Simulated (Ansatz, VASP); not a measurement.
# IrS: VASP beside Ansatz

```
CELL_PARAMETERS angstrom
0.00000 2.43912 2.43912
2.43912 0.00000 2.43912
2.43912 2.43912 0.00000
ATOMIC_POSITIONS crystal
Ir 0.50000 0.50000 0.50000
S 0.00000 0.00000 0.00000
```

Alike in both runs: task single point; functional PBEsol; k mesh 10 × 10 × 10; occupations gaussian, width 0.05 eV; no spin polarisation.

|  | VASP | Ansatz |
| --- | --- | --- |
| version | VASP 6.6.1 | Ansatz 0.2.0 |
| potentials or method | VASP PAW PBE potentials, release 64 (Ir, S), cutoff 520 eV | scalar-relativistic, plane waves, PAW |
| valence electrons in the cell | 15 | 23 |

VASP gave:

* gap on the k mesh at the Fermi level (eV): none
* pressure (GPa): 1.1

Task: Estimate Ansatz's values.

Result: gap on the k mesh at the Fermi level (eV): none; pressure (GPa): 0.0.

VASP's potentials were made for PBE, not for PBEsol. A gap of «none» marks a metal or a gap that the smearing closes. VASP's potentials hold 15 valence electrons a cell and Ansatz's 23, so a difference there can come from the potentials and not from the codes.

Neither program's run includes spin-orbit coupling.
